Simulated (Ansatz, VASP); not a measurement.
**CuAu in VASP and in Ansatz**

File POSCAR:

```
CuAu
1.0
    2.8023760768      0.0000000000      0.0000000000
    0.0000000000      2.8023760768      0.0000000000
    0.0000000000      0.0000000000      3.5208918954
Cu Au
1 1
Direct
    0.5000000000      0.5000000000      0.5000000000
    0.0000000000      0.0000000000      0.0000000000
```

INCAR.step1

```
ALGO = Normal
EDIFF = 1E-4
ENCUT = 520
GGA = PE
ISMEAR = -1
LASPH = T
LCHARG = F
LREAL = F
LWAVE = T
NBANDS = 18
NELM = 80
PREC = Accurate
SIGMA = 0.05
```

The input INCAR.step2:

```
ALGO = Normal
EDIFF = 1E-8
ENCUT = 520
ISIF = 2
ISMEAR = -1
ISTART = 1
LASPH = T
LCHARG = F
LEFG = T
LMIXTAU = T
LREAL = F
LWAVE = F
METAGGA = R2SCAN
NBANDS = 18
NELM = 80
PREC = Accurate
SIGMA = 0.05
```

The input KPOINTS:

```
k-points
0
Gamma
  12 12 9
```

Input for Ansatz:

```yaml
crystal:
  lattice:
    - [2.8023760768, 0.0, 0.0]
    - [0.0, 2.8023760768, 0.0]
    - [0.0, 0.0, 3.5208918954]
  atoms:
    - { symbol: Cu, position: [0.5, 0.5, 0.5] }
    - { symbol: Au, position: [0.0, 0.0, 0.0] }
kpoints:
  mp_grid: { grid: [12, 12, 9] }
scf:
  occupations: { method: fermi_dirac, width: 0.05 }
hamiltonian:
  xc: r2scan
  pseudopotentials: { kind: paw }
output:
  forces: true
  stress: true
  eigenvalues: true
  efg: { contact_densities: true }
  write_density: true
  write_potential: true
  elf: true
  volumetric_format: npy
```

Change from the starting cell: volume scaled by 0.95, PAW files.

Alike in both runs: task electric field gradients; functional r2SCAN; k mesh 12 × 12 × 9; occupations fermi-dirac, width 0.05 eV; no spin polarisation.

|  | VASP | Ansatz |
| --- | --- | --- |
| version | VASP 6.6.1 | Ansatz 0.2.0 |
| potentials or method | VASP PAW PBE potentials, release 64 (Cu, Au) | PAW with Ansatz's default frozen-core files, scalar-relativistic |
| plane-wave cutoff (eV) | 520 | 500 |
| valence electrons in the cell | 22 | 38 |

VASP gave:

| Property | Result |
| --- | --- |
| pressure (GPa) | 9.5 |
| traceless stress, the component that is largest in VASP (GPa) | -0.59 |
| size of Vzz on the site where it differs most (V/Å²) | 81.3 |

Q: Which values does Ansatz return?

A: Pressure (GPa): 9.1; traceless stress, the component that is largest in VASP (GPa): -0.59; size of Vzz on the site where it differs most (V/Å²): 68.4.

VASP's potentials were made for PBE, not for r2SCAN. VASP's potentials hold 22 valence electrons a cell and Ansatz's 38, so a difference there can come from the potentials and not from the codes.

Neither program's run includes spin-orbit coupling.
